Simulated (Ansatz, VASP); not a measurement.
H6C2O in VASP and in Ansatz

```xyz
36
Lattice="7.5291 0.0000 0.0000 0.0000 7.5291 0.0000 0.0000 0.0000 7.5291" Properties=species:S:1:pos:R:3 pbc="T T T"
C     7.6026    3.8000    5.5980
C     6.2018    4.0127    6.0970
C    -1.1603    3.3938    2.3728
C    -0.0896    4.3258    1.8979
C     3.1084    2.0491    7.2202
C     2.9213    0.7477    6.4961
C     4.9673   -1.0558    2.7449
C     4.8597    0.4453    2.6600
O     5.3050    3.2572    5.3031
O     0.8070    3.5755    1.1064
O     1.5868    0.7029    6.0319
O     4.7833    0.9653    3.9696
H     4.5331    2.9849    5.8450
H     6.1416    3.7002    7.1636
H     5.9308    5.0920    6.0481
H     8.3021    4.4709    6.1255
H     7.9345    2.7563    5.7502
H     7.6559    4.0374    4.5178
H     1.5141    4.1629    0.7812
H    -0.5351    5.1668    1.3192
H     0.4381    4.7754    2.7756
H    -1.8632    3.8907    3.0621
H    -1.7279    2.9836    1.5151
H    -0.6912    2.5475    2.9124
H     1.5336    0.0936    5.2788
H     3.6367    0.6656    5.6526
H     3.1216   -0.0941    7.1995
H     4.1332    2.1255    7.6285
H     2.8858    2.8947    6.5316
H     2.3970    2.1463    8.0591
H     5.2274    1.8406    4.0743
H     5.7370    0.8498    2.1211
H     3.9587    0.7332    2.0726
H     4.9870   -1.5114    1.7378
H     5.8901   -1.3413    3.2795
H     4.1166   -1.4842    3.3003
```

Alike in both runs: functional LDA; k mesh 1 × 1 × 1; occupations fermi-dirac, width 0.02 eV; no spin polarisation.

Ansatz relaxed the structure, and its values are those at the end. VASP's run is a single point on that final structure, the one shown.

|  | VASP | Ansatz |
| --- | --- | --- |
| version | VASP 6.6.1 | Ansatz 0.2.0 |
| potentials or method | VASP PAW LDA potentials, release 64 (C_h, O_h, H_h), cutoff 910 eV | scalar-relativistic, plane waves, PAW |
| valence electrons in the cell | 80 | 80 |

```csv
,VASP,Ansatz,Ansatz less VASP
gap on the k mesh at the Fermi level (eV),4.24,4.24,0.000
rms of the force components (eV/Å),0.058,0.071,+0.0133
```

LDA's correlation is that of Perdew and Zunger in VASP and of Perdew and Wang (1992) in Ansatz.

Noted on VASP's run: the cutoff is short for stress, so the pressure is rough.
